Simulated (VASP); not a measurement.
# Al (Cmcm) in VASP: further runs, part 2 of 2

VASP 6.6.1.

### Step 4. Single point, PBEsol+D3(BJ) (strain -0.0100 x Voigt [1, -1, 0, 0, 0, 0])

File INCAR:

```
SYSTEM = Al
ALGO = Fast
EDIFF = 1E-6
ENCUT = 520
GGA = PS
ISIF = 2
ISMEAR = 0
IVDW = 12
LASPH = .TRUE.
LCHARG = .FALSE.
LREAL = .FALSE.
LWAVE = .FALSE.
NBANDS = 10
NELM = 80
PREC = Accurate
SIGMA = 0.15
```

File KPOINTS:

```
k-points
0
G
  18 18 10
  0 0 0
```

File POSCAR:

```
Al
1.0
    2.7843307980      0.0000000000      0.0000000000
   -1.3921653990      2.4600143592      0.0000000000
    0.0000000000      0.0000000000      4.8668500000
Al
2
Direct
    0.6666666667      0.3333333333      0.7500000000
    0.3333333333      0.6666666667      0.2500000000
```

Potentials or basis: VASP PAW PBE potentials, release 64 (Al).

Launch:

```console
$ cat potpaw_PBE.64/Al/POTCAR > POTCAR
$ mpirun -np 1 vasp_std > vasp.out
```

OUTCAR:

```text
SYSTEM = Al
   EDIFF = 1E-6
   ENCUT = 520
   GGA = PS
   ISIF = 2
   ISMEAR = 0
   IVDW = 12
   LASPH = .TRUE.
   LREAL = .FALSE.
   NELM = 80
   PREC = Accurate
 IVDW          = 12

 ion  position               nearest neighbor table
   1  0.667  0.333  0.750-   2 2.92   2 2.92   2 2.92   2 2.92   2 2.93   2 2.93
   2  0.333  0.667  0.250-   1 2.92   1 2.92   1 2.92   1 2.92   1 2.93   1 2.93

  LATTYP: Found a base centered orthorhombic cell.
 ALAT       =     2.7843307980
 B/A-ratio  =     1.7670417329
 C/A-ratio  =     1.7479424512

  Lattice vectors:

 A1 = (   1.3921653990,  -2.4600143592,   0.0000000000)
 A2 = (   1.3921653990,   2.4600143592,   0.0000000000)
 A3 = (   0.0000000000,   0.0000000000,   4.8668500000)

Analysis of symmetry for initial positions (statically):
=====================================================================
 Subroutine PRICEL returns:
 Original cell was already a primitive cell.

 Routine SETGRP: Setting up the symmetry group for a
 base centered orthorhombic supercell.

 Subroutine GETGRP returns: Found  8 space group operations
 (whereof  4 operations were pure point group operations)
 out of a pool of  8 trial point group operations.

The static configuration has the point symmetry C_2h.
 The point group associated with its full space group is D_2h.

Analysis of symmetry for dynamics (positions and initial velocities):
=====================================================================
 Subroutine PRICEL returns:
 Original cell was already a primitive cell.

 Routine SETGRP: Setting up the symmetry group for a
 base centered orthorhombic supercell.

 Subroutine GETGRP returns: Found  8 space group operations
 (whereof  4 operations were pure point group operations)
 out of a pool of  8 trial point group operations.

The dynamic configuration has the point symmetry C_2h.
 The point group associated with its full space group is D_2h.

 Subroutine INISYM returns: Found  8 space group operations
 (whereof  4 operations are pure point group operations),
 and found     1 'primitive' translations

[... 124 lines left out ...]
   LRPA    =     F    only Hartree local field effects (RPA)
 non-spin polarized calculation
 RMM-DIIS sequential band-by-band and
 Gauss-broadening in eV      SIGMA  =   0.15
  energy-cutoff  :      520.00
  volume of cell :       33.34
 maximum number of plane-waves:       914
 NGX is ok and might be reduce to    24
   NGX = 11   NGY = 11   NGZ = 19

 number of electron       6.0000000 magnetization

 Free energy of the ion-electron system (eV)
  ---------------------------------------------------
  ext. energy  EPLUGINS =         0.00000000
  ---------------------------------------------------
  free energy    TOTEN  =        -8.10944959 eV

  energy without entropy =       -8.09967443  energy(sigma->0) =       -8.10456201

 E-fermi :   7.8182     XC(G=0): -10.2194

 val. band max:        7.8148033045   @ k =   0.1111   0.1111   0.3000
 cond. band min:       7.8260804450   @ k =   0.3889   0.0000   0.1000
 fundamental gap:      0.0112771405
 Fermi energy:         7.8182157972

 k-point     1 :       0.0000    0.0000    0.0000
  band No.  band energies     occupation
      1      -3.2205      2.00000
      2       2.7828      2.00000
      3       3.0104      2.00000
      4      18.8621      0.00000
      5      19.1265      0.00000
      6      19.1819      0.00000
      7      19.5018      0.00000
      8      19.7684      0.00000
      9      20.2028      0.00000
     10      22.5573      0.00000
[... 287 lines left out ...]
 k-point    24 :      -0.2778    0.0556    0.0000
  band No.  band energies     occupation
      1      -1.5875      2.00000
      2       4.3605      2.00000
      3       4.5435      2.00000
      4      10.4968      0.00000
      5      14.0568      0.00000
      6      15.9141      0.00000
      7      16.2597      0.00000
      8      17.9155      0.00000
      9      19.2866      0.00000
     10      20.1043      0.00000

 [... further k-points ...]

------------------------ aborting loop because EDIFF is reached ----------------------------------------

 Edisp (eV)   -0.62833

 E8    (eV) :    -0.4231

  FORCE on cell =-STRESS in cart. coord.  units (eV):
  Direction    XX          YY          ZZ          XY          YZ          ZX
  --------------------------------------------------------------------------------------
  -------------------------------------------------------------------------------------
  Total      -0.59190    -0.89259    -1.23098     0.00000     0.00000     0.00000
  in kB     -28.44818   -42.89973   -59.16358     0.00000     0.00000     0.00000
  external pressure =      -43.50 kB  Pullay stress =        0.00 kB

 VOLUME and BASIS-vectors are now :
 -----------------------------------------------------------------------------
  energy-cutoff  :      520.00
  volume of cell :       33.34
      direct lattice vectors                 reciprocal lattice vectors
     2.784330798  0.000000000  0.000000000     0.359152727  0.203250846  0.000000000
    -1.392165399  2.460014359  0.000000000     0.000000000  0.406501692  0.000000000
     0.000000000  0.000000000  4.866850000     0.000000000  0.000000000  0.205471712

 POSITION                                       TOTAL-FORCE (eV/Angst)
 -----------------------------------------------------------------------------------
      1.39217      0.82000      3.65014        -0.000000      0.001670      0.000000
     -0.00000      1.64001      1.21671         0.000000     -0.001670      0.000000
 -----------------------------------------------------------------------------------
    total drift:                                0.000000     -0.000000      0.000000

  FREE ENERGIE OF THE ION-ELECTRON SYSTEM (eV)
  ---------------------------------------------------
  free  energy   TOTEN  =        -8.7377765507 eV

  energy  without entropy=       -8.7280013968  energy(sigma->0) =       -8.73288897
```

OSZICAR:

```text
N       E                     dE             d eps       ncg     rms          rms(c)
DAV:   1    -0.892029763162E+00   -0.89203E+00   -0.23398E+03 10920   0.475E+02
DAV:   2    -0.800450083296E+01   -0.71125E+01   -0.68442E+01 14452   0.536E+01
DAV:   3    -0.816733108749E+01   -0.16283E+00   -0.16097E+00 14358   0.646E+00
DAV:   4    -0.816799804941E+01   -0.66696E-03   -0.66685E-03 12908   0.469E-01
DAV:   5    -0.816800326478E+01   -0.52154E-05   -0.52156E-05 13220   0.433E-02    0.193E+00
RMM:   6    -0.813282484840E+01    0.35178E-01   -0.36855E-03 11034   0.316E-01    0.111E+00
RMM:   7    -0.810951947882E+01    0.23305E-01   -0.98650E-03 11385   0.509E-01    0.158E-01
RMM:   8    -0.810944504168E+01    0.74437E-04   -0.44550E-04 12043   0.135E-01    0.242E-02
RMM:   9    -0.810945227165E+01   -0.72300E-05   -0.73657E-05 12676   0.606E-02    0.256E-02
RMM:  10    -0.810945397166E+01   -0.17000E-05   -0.94553E-06 12767   0.210E-02    0.756E-02
RMM:  11    -0.810945038906E+01    0.35826E-05   -0.20414E-06 11993   0.822E-03    0.351E-02
RMM:  12    -0.810944958753E+01    0.80153E-06   -0.48000E-07  8825   0.491E-03
   1 F= -.87377766E+01 E0= -.87328890E+01  d E =-.977515E-02
```

It took 2 min on 1 thread of Intel Xeon Platinum 8259CL at 2.50GHz (Skylake/Cascade Lake), shared host; peak memory 0.27 GiB.

What came out:

```yaml
Free_energy: -8.7378 eV
Pressure: -4.4 GPa
Band_gap_on_the_k_mesh: zero (bands 3 and 4 overlap by 6.93 eV)
Dispersion_energy_per_atom: -0.314 eV
```

Stress tensor (GPa, compression positive):
```
-2.84  0.00  0.00
 0.00 -4.29  0.00
 0.00  0.00 -5.92
```

Caveat: the cell differs from its parent crystal (strain -0.0100 x Voigt [1, -1, 0, 0, 0, 0]); the cell stands under tension; the PAW data sets were made with another functional, which shifts forces and pressure a little.

### Step 5. Summary

| cell | further INCAR settings | gap on the mesh (eV) | pressure (GPa) |
| --- | --- | --- | --- |
| a = 2.756, b = 2.841, c = 4.867 Å, angles 90.0, 90.0, 119.0°, 2 atoms | ALGO = Fast; EDIFF = 1e-06; NBANDS = 10 | none | -4.3 |
| a = 2.855, b = 2.792, c = 4.867 Å, angles 90.0, 90.0, 120.7°, 2 atoms | ALGO = Fast; EDIFF = 1e-07; NBANDS = 10 | none | -4.3 |
| a = 2.784, b = 2.827, c = 4.867 Å, angles 90.0, 90.0, 119.5°, 2 atoms | ALGO = Fast; EDIFF = 1e-06; NBANDS = 10 | none | -4.4 |

Alike in all rows: task single point; level PBEsol+D3(BJ); potentials or basis VASP PAW PBE potentials, release 64 (Al); no spin polarisation; k mesh 18 × 18 × 10; cutoff (eV) 520; smearing gaussian 0.15 eV.

Caveats: the cell stands under tension; the PAW data sets were made with another functional, which shifts forces and pressure a little.

Total energies depend on the potentials used, so only differences within one code and one set of settings carry meaning.
